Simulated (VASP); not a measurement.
# ReOs3C (Amm2) in VASP: single point with PBE

Aim: the single point of ReOs3C with PBE.

Program: VASP 6.6.1. These are calculated values, not measurements. Logs are shortened: lines on timing, memory, paths and dates and some standing lists are left out, and cuts for length are marked.

### Step 1. The cell of the first run

Symmetry: Amm2, No. 38, orthorhombic system. The conventional cell has a = 3.990 Å, b = 5.786 Å, c = 5.829 Å, α = 90.00°, β = 90.00°, γ = 90.00°. Re (site symmetry mm2) has 12 Os at 2.57 to 3.26 Å and 8 C at 3.43 to 3.63 Å within 3.7 Å. Within 2.8 Å of Os (site symmetry m) lie 2 C at 2.01 to 2.11 Å and 3 Os at 2.62 to 2.71 Å and 2 Re at 2.71 Å. Within 2.8 Å of Os (site symmetry mm2) lie 2 C at 2.05 Å and 1 Re at 2.57 Å and 4 Os at 2.71 Å. C (site symmetry mm2) has 6 Os at 2.01 to 2.11 Å within 2.7 Å.

### Step 2. Single point, PBE

The input, INCAR:

```
  PREC = Accurate
  ENCUT = 700
  EDIFF = 1E-6
  ISMEAR = 0
  SIGMA = 0.1
  LREAL = F
  LASPH = T
  NELM = 120
  ALGO = Normal
  ISIF = 2
  LWAVE = F
  LCHARG = T
  GGA = PE
  LELF = T
  LVHAR = T
  NBANDS = 42
  GGA_COMPAT = F
```

The input, KPOINTS:

```
regular mesh
0
Gamma
  10 10 10
```

The input, POSCAR:

```
ReOs3C
1.0
    3.9899941353      0.0000000000      0.0000000000
    0.0000000000      2.8931097221      2.9144123972
    0.0000000000     -2.8931097221      2.9144123972
Re Os C
1 3 1
Direct
    0.5000000000      0.9949075237      0.9949075237
    0.0000000000      0.0033254789      0.5499306436
    0.5000000000      0.4354271507      0.4354271507
    0.0000000000      0.5499306436      0.0033254789
    0.0000000000      0.5154144304      0.5154144304
```

Potentials or basis: VASP PAW PBE potentials, release 64 (Re_sv_GW, Os_sv_GW, C).

On the command line:

```
cat potpaw_PBE.64/Re_sv_GW/POTCAR potpaw_PBE.64/Os_sv_GW/POTCAR potpaw_PBE.64/C/POTCAR > POTCAR
mpirun -np 1 vasp_std > vasp.out
```

OUTCAR:

```text
PREC = Accurate
   ENCUT = 700
   EDIFF = 1E-6
   ISMEAR = 0
   LREAL = F
   LASPH = T
   NELM = 120
   ISIF = 2
   GGA = PE

 ion  position               nearest neighbor table
   1  0.500  0.995  0.995-   3 2.57   2 2.71   4 2.71   2 2.71   4 2.71   3 2.91   3 2.91   4 3.03
                             2 3.03   2 3.03   4 3.03   3 3.26
   2  0.000  0.003  0.550-   5 2.01   5 2.11   4 2.62   1 2.71   1 2.71   3 2.71   3 2.71   4 2.93
                             4 2.93   1 3.03   1 3.03   3 3.11   3 3.11   4 3.16
   3  0.500  0.435  0.435-   5 2.05   5 2.05   1 2.57   2 2.71   2 2.71   4 2.71   4 2.71   1 2.91
                             1 2.91   4 3.11   2 3.11   4 3.11   2 3.11   1 3.26
   4  0.000  0.550  0.003-   5 2.01   5 2.11   2 2.62   1 2.71   1 2.71   3 2.71   3 2.71   2 2.93
                             2 2.93   1 3.03   1 3.03   3 3.11   3 3.11   2 3.16
   5  0.000  0.515  0.515-   2 2.01   4 2.01   3 2.05   3 2.05   2 2.11   4 2.11

  LATTYP: Found a base centered orthorhombic cell.
 ALAT       =     5.7862194442
 B/A-ratio  =     1.0073632448
 C/A-ratio  =     0.6895684088

  Lattice vectors:

 A1 = (   0.0000000000,   2.8931097221,  -2.9144123972)
 A2 = (   0.0000000000,   2.8931097221,   2.9144123972)
 A3 = (   3.9899941353,   0.0000000000,   0.0000000000)

Analysis of symmetry for initial positions (statically):
=====================================================================
 Subroutine PRICEL returns:
 Original cell was already a primitive cell.

 Routine SETGRP: Setting up the symmetry group for a
 base centered orthorhombic supercell.

 Subroutine GETGRP returns: Found  4 space group operations
 (whereof  4 operations were pure point group operations)
 out of a pool of  8 trial point group operations.

The static configuration has the point symmetry C_2v.

Analysis of symmetry for dynamics (positions and initial velocities):
=====================================================================
 Subroutine PRICEL returns:
 Original cell was already a primitive cell.

 Routine SETGRP: Setting up the symmetry group for a
 base centered orthorhombic supercell.

 Subroutine GETGRP returns: Found  4 space group operations
 (whereof  4 operations were pure point group operations)
 out of a pool of  8 trial point group operations.

The dynamic configuration has the point symmetry C_2v.

 Subroutine INISYM returns: Found  4 space group operations
 (whereof  4 operations are pure point group operations),
 and found     1 'primitive' translations

----------------------------------------------------------------------------------------

                                     Primitive cell

  volume of cell :      67.2850

  direct lattice vectors                    reciprocal lattice vectors
     3.989994135  0.000000000  0.000000000     0.250626935  0.000000000  0.000000000
     0.000000000  2.893109722  2.914412397     0.000000000  0.172824417  0.171561170
     0.000000000 -2.893109722  2.914412397     0.000000000 -0.172824417  0.171561170

  length of vectors
     3.989994135  4.106565899  4.106565899     0.250626935  0.243519022  0.243519022

  position of ions in fractional coordinates (direct lattice)
     0.500000000  0.994907524  0.994907524
     0.000000000  0.003325479  0.549930644
     0.500000000  0.435427151  0.435427151
     0.000000000  0.549930644  0.003325479
     0.000000000  0.515414430  0.515414430

  ion indices of the primitive-cell ions
   primitive index   ion index
                 1           1
                 2           2
                 3           3
                 4           4
                 5           5

----------------------------------------------------------------------------------------

 KPOINTS: regular mesh

Automatic generation of k-mesh.
 Grid dimensions read from file:
 generate k-points for:   10   10   10

 Generating k-lattice:

  Cartesian coordinates                     Fractional coordinates (reciprocal lattice)
     0.025062693  0.000000000  0.000000000     0.100000000  0.000000000  0.000000000
     0.000000000  0.017282442  0.017156117     0.000000000  0.100000000  0.000000000
     0.000000000 -0.017282442  0.017156117     0.000000000  0.000000000  0.100000000

  Length of vectors
     0.025062693  0.024351902  0.024351902

  Shift w.r.t. Gamma in fractional coordinates (k-lattice)
     0.000000000  0.000000000  0.000000000

 Subroutine IBZKPT returns following result:
 ===========================================

 Found    186 irreducible k-points:

 Following reciprocal coordinates:
            Coordinates               Weight
  0.000000  0.000000  0.000000      1.000000
  0.100000  0.000000  0.000000      2.000000
  0.200000  0.000000  0.000000      2.000000
  0.300000  0.000000  0.000000      2.000000
  0.400000  0.000000  0.000000      2.000000
  0.500000  0.000000  0.000000      1.000000
[... 16 lines left out ...]
  0.400000  0.300000  0.000000      8.000000
  0.500000  0.300000  0.000000      4.000000
 [... further k-points ...]
   k-points           NKPTS =    186   k-points in BZ     NKDIM =    186   number of bands    NBANDS=     42
   number of dos      NEDOS =    301   number of ions     NIONS =      5
   total plane-waves  NPLWV =  46656
   dimension x,y,z NGX =    36 NGY =   36 NGZ =   36
   dimension x,y,z NGXF=    72 NGYF=   72 NGZF=   72
   ions per type =               1   3   1
   NGX,Y,Z   is equivalent  to a cutoff of  15.00, 14.57, 14.57 a.u.
   NGXF,Y,Z  is equivalent  to a cutoff of  30.00, 29.15, 29.15 a.u.
 SYSTEM =  unknown system
   PREC   = accura    normal or accurate (medium, high low for compatibility)
   ISTART =      0    job   : 0-new  1-cont  2-samecut
   ICHARG =      2    charge: 1-file 2-atom 10-const
   ISPIN  =      1    spin polarized calculation?
   LNONCOLLINEAR =      F non collinear calculations
   LSORBIT =      F    spin-orbit coupling
   LASPH  =      T    aspherical Exc in radial PAW
   ENCUT  =  700.0 eV  51.45 Ry    7.17 a.u.   8.61  8.86  8.86*2*pi/ulx,y,z
   NELM   =    120;   NELMIN=  2; NELMDL= -5     # of ELM steps
   EDIFF  = 0.1E-05   stopping-criterion for ELM
   LREAL  =      F    real-space projection
   EDIFFG = 0.1E-04   stopping-criterion for IOM
   NSW    =      0    number of steps for IOM
   IBRION =     -1    ionic relax: 0-MD 1-quasi-New 2-CG
   NFREE  =      0    steps in history (QN), initial steepest desc. (CG)
   ISIF   =      2    stress and relaxation
   ISYM   =      2    0-nonsym 1-usesym 2-fastsym
   POTIM  = 0.5000    time-step for ionic-motion
   TEBEG  =    0.0;   TEEND  =   0.0 temperature during run
   PSTRESS=    0.0 pullay stress
   NELECT =      67.0000    total number of electrons
   NUPDOWN=      -1.0000    fix difference up-down
   EMIN   =  10.00;   EMAX   =-10.00  energy-range for DOS
   EFERMI =   0.00;   METHOD = LEGACY
   ISMEAR =     0;   SIGMA  =   0.10  broadening in eV -4-tet -1-fermi 0-gaus
   EFERMI_NEDOS =   21; number of points for ismear=-14 and -15
   IALGO  =     38    algorithm
   IMIX   =      4    mixing-type and parameters
     AMIX     =   0.40;   BMIX     =  1.00
     AMIX_MAG =   1.60;   BMIX_MAG =  1.00
  volume/ion in A,a.u.               =      13.46        90.81
  Fermi-wavevector in a.u.,A,eV,Ry     =   1.634784  3.089294 36.361825  2.672519
  Thomas-Fermi vector in A             =   2.726366
   LORBIT       =      0    0 simple, 1 ext, 2 COOP (PROOUT), +10 PAW based schemes
   GGA     = PE    functional components
   LHFCALC =     F    Hartree Fock is set to
   AEXX    =    0.0000 exact exchange contribution
   IVDW    =     0    specifies the selected vdW correction
   LEPSILON=     F    determine dielectric tensor
   LRPA    =     F    only Hartree local field effects (RPA)
 non-spin polarized calculation
 Gauss-broadening in eV      SIGMA  =   0.10
  energy-cutoff  :      700.00
  volume of cell :       67.28
 maximum number of plane-waves:      2865
 NGX is ok and might be reduce to    36
   NGX = 17   NGY = 17   NGZ = 17

 number of electron      67.0000003 magnetization

 Free energy of the ion-electron system (eV)
  ---------------------------------------------------
  ext. energy  EPLUGINS =         0.00000000
  ---------------------------------------------------
  free energy    TOTEN  =       -57.39364937 eV

  energy without entropy =      -57.37489062  energy(sigma->0) =      -57.38427000

 E-fermi :  12.4374     XC(G=0): -13.8668

 val. band max:       12.4337369302   @ k =   0.0000   0.5000   0.3000
 cond. band min:      12.4414321117   @ k =   0.2000  -0.3000   0.3000
 fundamental gap:      0.0076951815
 Fermi energy:        12.4373501236

 k-point     1 :       0.0000    0.0000    0.0000
  band No.  band energies     occupation
      1     -74.4991      2.00000
      2     -74.4403      2.00000
      3     -74.4194      2.00000
      4     -68.0690      2.00000
      5     -34.2742      2.00000
      6     -34.2593      2.00000
[... 34 lines left out ...]
     41      16.8816      0.00000
     42      17.4245      0.00000

 k-point     2 :       0.1000    0.0000    0.0000
  band No.  band energies     occupation
      1     -74.4978      2.00000
      2     -74.4415      2.00000
      3     -74.4194      2.00000
      4     -68.0690      2.00000
      5     -34.3095      2.00000
      6     -34.2144      2.00000
[... 34 lines left out ...]
     41      17.3069      0.00000
     42      17.7754      0.00000

 k-point     3 :       0.2000    0.0000    0.0000
  band No.  band energies     occupation
      1     -74.4942      2.00000
      2     -74.4449      2.00000
      3     -74.4194      2.00000
      4     -68.0690      2.00000
      5     -34.3412      2.00000
      6     -34.1555      2.00000
[... 34 lines left out ...]
     41      17.6246      0.00000
     42      18.2856      0.00000

 k-point     4 :       0.3000    0.0000    0.0000
  band No.  band energies     occupation
      1     -74.4890      2.00000
      2     -74.4501      2.00000
      3     -74.4193      2.00000
      4     -68.0690      2.00000
      5     -34.3632      2.00000
      6     -34.1310      2.00000
[... 844 lines left out ...]
     41      16.3022      0.00000
     42      18.1620      0.00000

 k-point    23 :       0.4000    0.3000    0.0000
  band No.  band energies     occupation
      1     -74.4821      2.00000
      2     -74.4528      2.00000
      3     -74.4235      2.00000
      4     -68.0691      2.00000
      5     -34.3572      2.00000
      6     -34.1983      2.00000
[... 34 lines left out ...]
     41      16.0479      0.00000
     42      18.5492      0.00000

 k-point    24 :       0.5000    0.3000    0.0000
  band No.  band energies     occupation
      1     -74.4804      2.00000
      2     -74.4539      2.00000
      3     -74.4240      2.00000
      4     -68.0691      2.00000
      5     -34.3633      2.00000
      6     -34.1921      2.00000
[... 34 lines left out ...]
     41      15.9841      0.00000
     42      18.6807      0.00000

 [... further k-points ...]
[... 5 lines left out ...]
  --------------------------------------------------------------------------------------
  -------------------------------------------------------------------------------------
  Total        0.0287159      0.0323004      0.0279485      0.0000000      0.0000000      0.0000000
  in kB        0.6837786      0.7691301      0.6655051      0.0000000      0.0000000      0.0000000
  external PRESSURE =       0.7061380 kB  Pullay stress =       0.0000000 kB

 VOLUME and BASIS-vectors are now :
 -----------------------------------------------------------------------------
  energy-cutoff  :      700.00
  volume of cell :       67.28
      direct lattice vectors                 reciprocal lattice vectors
     3.989994135  0.000000000  0.000000000     0.250626935  0.000000000  0.000000000
     0.000000000  2.893109722  2.914412397     0.000000000  0.172824417  0.171561170
     0.000000000 -2.893109722  2.914412397     0.000000000 -0.172824417  0.171561170

 POSITION                                       TOTAL-FORCE (eV/Angst)
 -----------------------------------------------------------------------------------
      1.99500      0.00000      5.79914         0.000000      0.000000     -0.003249
      0.00000     -1.58139      1.61242         0.000000      0.005811      0.003735
      1.99500      0.00000      2.53803         0.000000      0.000000     -0.001721
      0.00000      1.58139      1.61242         0.000000     -0.005811      0.003735
      0.00000      0.00000      3.00426         0.000000      0.000000     -0.002499
 -----------------------------------------------------------------------------------
    total drift:                               -0.000000     -0.000000     -0.000682

  FREE ENERGIE OF THE ION-ELECTRON SYSTEM (eV)
  ---------------------------------------------------
  free  energy   TOTEN  =       -57.3936493708 eV

  energy  without entropy=      -57.3748906197  energy(sigma->0) =      -57.38427000
```

It took 9.7 min on 1 thread of Intel Xeon Platinum 8488C (Sapphire Rapids), shared host; peak memory 0.79 GiB.

What came out:

| Quantity | Value |
| --- | --- |
| Free energy | -57.3936 eV |
| Pressure | 0.1 GPa |
| Largest force | 0.007 eV/Å |
| Band gap on the k mesh | zero (an odd number of electrons rules out a gap without spin polarisation) |

Forces in eV/Å, atoms in the order of the input:
```
Re   0.000  0.000 -0.003
Os   0.000  0.006  0.004
Os   0.000  0.000 -0.002
Os   0.000 -0.006  0.004
C    0.000  0.000 -0.002
```

Caveat: spin-orbit coupling is left out, which moves the levels of the heavy elements.
